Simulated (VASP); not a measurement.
Ga:

```
Ga
1.0
     0.00000    2.83156    4.45701
     1.63477    0.00000    4.45701
     1.63477    2.83156    0.00000
Ga
2
Direct
  0.16667 0.83333 0.16667
  0.83333 0.16667 0.83333
```

| Item | Value |
| --- | --- |
| Program | VASP 6.6.1 |
| Task | relaxation of cell and atoms |
| Functional | PBE |
| Potentials or basis | VASP PAW PBE potentials, release 64 (Ga_d) |
| Cutoff | 600 eV |
| k mesh | 6 × 6 × 6 |
| Occupations | gaussian, width 0.1 eV |
| Spin | no spin polarisation |

At the start: pressure 87.8 GPa; volume 20.63 Å³/atom.

**Question.** Where does the relaxation end?

**Answer.** Over 35 steps the energy falls by 3995.0 meV/atom and the volume is 20.08 Å³/atom (-2.7 %); space group Fmmm (No. 69, to 0.1 Å) before and after.

Step by step:
| step | energy change (eV) | largest force (eV/Å) | pressure (GPa) | volume (Å³) |
| --- | --- | --- | --- | --- |
| 1 | 0.0000 | 0.0252 | 87.82 | 41.26 |
| 2 | -3.6584 | 0.0200 | -14.53 | 136.10 |
| 3 | -6.8815 | 0.0167 | -2.87 | 80.44 |
| 4 | -6.9194 | 0.0112 | -2.51 | 78.39 |
| 5 | -6.9638 | 0.0169 | 0.14 | 70.85 |
| 6 | -6.9705 | 0.0077 | -0.94 | 73.20 |
| 7 | -6.9709 | 0.0103 | -0.68 | 72.48 |
| 8 | -6.9949 | 0.0237 | -0.76 | 70.93 |
| 9 | -7.0924 | 0.0414 | -1.10 | 66.30 |
| 10 | -7.3736 | 0.0437 | -1.77 | 56.98 |
| 11 | -7.7541 | 1.3623 | 7.38 | 38.17 |
| 12 | -7.7153 | 0.2804 | -1.06 | 48.07 |
| 13 | -7.8319 | 0.5821 | 1.19 | 43.13 |
| 14 | -7.8417 | 0.8494 | 3.56 | 40.88 |
| 15 | -7.8438 | 0.7625 | 2.84 | 41.60 |
| 16 | -7.8616 | 0.7541 | 3.05 | 41.21 |
| 17 | -7.8702 | 0.7530 | 3.20 | 40.83 |
| 18 | -7.8708 | 0.7608 | 3.22 | 40.66 |
| 19 | -7.8906 | 0.6310 | 2.35 | 41.15 |
| 20 | -7.9240 | 0.2455 | 0.18 | 42.65 |
| 21 | -7.9266 | 0.0949 | -0.51 | 43.22 |
| 22 | -7.9319 | 0.0883 | -0.58 | 43.19 |
| 23 | -7.9403 | 0.0724 | -0.75 | 43.13 |
| 24 | -7.9526 | 0.0117 | -0.75 | 42.97 |
| 25 | -7.9543 | 0.0231 | -0.93 | 42.52 |
| 26 | -7.9491 | 0.0244 | -2.48 | 41.21 |
| 27 | -7.9641 | 0.1008 | -1.42 | 42.18 |
| 28 | -7.9814 | 0.1384 | -0.18 | 40.47 |
| 29 | -7.9819 | 0.1575 | 0.16 | 40.21 |
| 30 | -7.9865 | 0.0239 | 0.77 | 39.32 |
| 31 | -7.9868 | 0.0418 | 0.51 | 39.51 |
| 32 | -7.9897 | 0.0582 | -0.03 | 40.06 |
| 33 | -7.9897 | 0.0509 | 0.13 | 40.02 |
| 34 | -7.9897 | 0.0544 | 0.07 | 40.04 |
| 35 | -7.9899 | 0.0088 | -0.25 | 40.17 |

Final structure:
```
CELL_PARAMETERS angstrom
0.00000 4.37999 2.24447
2.04284 0.00000 2.24447
2.04284 4.37999 0.00000
ATOMIC_POSITIONS crystal
Ga 0.14781 0.85219 0.14781
Ga 0.85219 0.14781 0.85219
```

Caveat: the k points lie up to 0.37 Å⁻¹ apart in the final cell, too coarse for converged energies and pressures of a metal; a cell axis changed by over 15 % at a fixed basis, so the end point is rough.
